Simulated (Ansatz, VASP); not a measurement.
One calculation of V, two programs

File INCAR:

```
PREC = Accurate
ENCUT = 520
EDIFF = 1E-6
ISMEAR = -1
SIGMA = 0.1
LREAL = F
LASPH = T
NELM = 60
ALGO = Normal
ISIF = 2
LWAVE = F
LCHARG = T
GGA = PE
LELF = T
LVHAR = T
NBANDS = 12
```

The input KPOINTS:

```
regular mesh
0
Gamma
  24 24 24
```

File POSCAR:

```
V
1.0
   -1.4991761207      1.4991761207      1.4991761207
    1.4991761207     -1.4991761207      1.4991761207
    1.4991761207      1.4991761207     -1.4991761207
V
1
Direct
    0.0000000000      0.0000000000      0.0000000000
```

Input for Ansatz:

```yaml
crystal:
  lattice:
    - [-1.4991761207, 1.4991761207, 1.4991761207]
    - [1.4991761207, -1.4991761207, 1.4991761207]
    - [1.4991761207, 1.4991761207, -1.4991761207]
  atoms:
    - { symbol: V, position: [0.0, 0.0, 0.0] }
hamiltonian:
  xc: pbe
  pseudopotentials:
    kind: paw
    azcp:
      V: "pseudopotentials/V.paw.azcp"
basis:
  ecutwfc: 420
  fft_grid_basis: typed
kpoints:
  mp_grid: { grid: [24, 24, 24], shift: [0, 0, 0] }
magnetization:
  spin_polarized: false
scf:
  occupations: { method: fermi_dirac, width: 0.1 }
output:
  stress: true
```

Alike in both runs: task single point; functional PBE; k mesh 24 × 24 × 24; occupations fermi-dirac, width 0.1 eV; no spin polarisation.

|  | VASP | Ansatz |
| --- | --- | --- |
| version | VASP 6.6.1 | Ansatz 0.2.0 |
| potentials or method | VASP PAW PBE potentials, release 64 (V_sv), cutoff 520 eV | plane waves (420 eV) with PAW, scalar-relativistic |
| valence electrons in the cell | 13 | 13 |

```tsv
	VASP	Ansatz	Ansatz less VASP
pressure (GPa)	0.3	0.0	-0.23
```
